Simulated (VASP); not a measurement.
Write the native input for VASP 6.6.1 that does the following.

```
Task                   : single point
Functional             : PBE
Potentials or basis    : VASP PAW PBE potentials, release 64 (K_sv, Tm_3, H), 4f in core
Cutoff                 : 500 eV
k mesh                 : 6 × 6 × 2
Occupations            : gaussian, width 0.1 eV
Spin                   : no spin polarisation
Dipole correction      : no
Mended                 : yes
Further INCAR settings : ALGO = Normal; EDIFF = 1e-06; NBANDS = 20
```

The structure of KTmH4 lies in POSCAR:

```
KTmH4
1.0
    3.5272908565     -0.0000000028      0.0000000000
   -1.7636454258      3.0547234897      0.0000000000
    0.0000000000      0.0000000000      7.2059742362
K Tm H
1 1 4
Direct
    0.0000000000      0.0000000000      0.0000000000
    0.0000000000      0.0000000000      0.5000000000
    0.6666666667      0.3333333333      0.5806567117
    0.6666666667      0.3333333333      0.2515785479
    0.3333333333      0.6666666667      0.7484214521
    0.3333333333      0.6666666667      0.4193432883
```

The cell was built from a structure type or drawn by symmetry, and may not be a known phase.

One way to write it, as run:

INCAR

```
SYSTEM = KTmH4
  PREC = Accurate
  ENCUT = 500
  EDIFF = 1E-6
  ISMEAR = 0
  SIGMA = 0.1
  LREAL = .FALSE.
  LASPH = .TRUE.
  NELM = 200
  ALGO = Normal
  ISIF = 2
  LWAVE = .FALSE.
  LCHARG = .FALSE.
  GGA = PE
  NBANDS = 20
  GGA_COMPAT = .FALSE.
  LMAXMIX = 6
```

KPOINTS

```
Automatic mesh
0
G
  6 6 2
  0 0 0
```

Potentials or basis: VASP PAW PBE potentials, release 64 (K_sv, Tm_3, H), 4f in core.

Command:

```sh
$ cat potpaw_PBE.64/K_sv/POTCAR potpaw_PBE.64/Tm_3/POTCAR potpaw_PBE.64/H/POTCAR > POTCAR
$ mpirun -np 1 vasp_std > vasp.out
```

It gave:

```
Pressure               : 0.1 GPa
Largest force          : 0.022 eV/Å
Band gap on the k mesh : 0.42 eV (least direct gap 1.30 eV)
```

Caveat: the k points lie up to 0.44 Å⁻¹ apart; spin-orbit coupling is left out, which moves the levels of the heavy elements; the 4f electrons are frozen in the core, so they carry no moment and show no levels.

Wall time 15 s on 1 thread of Intel(R) Xeon(R) 6975P-C (Granite Rapids), with other jobs on the host, peak memory 0.19 GiB.
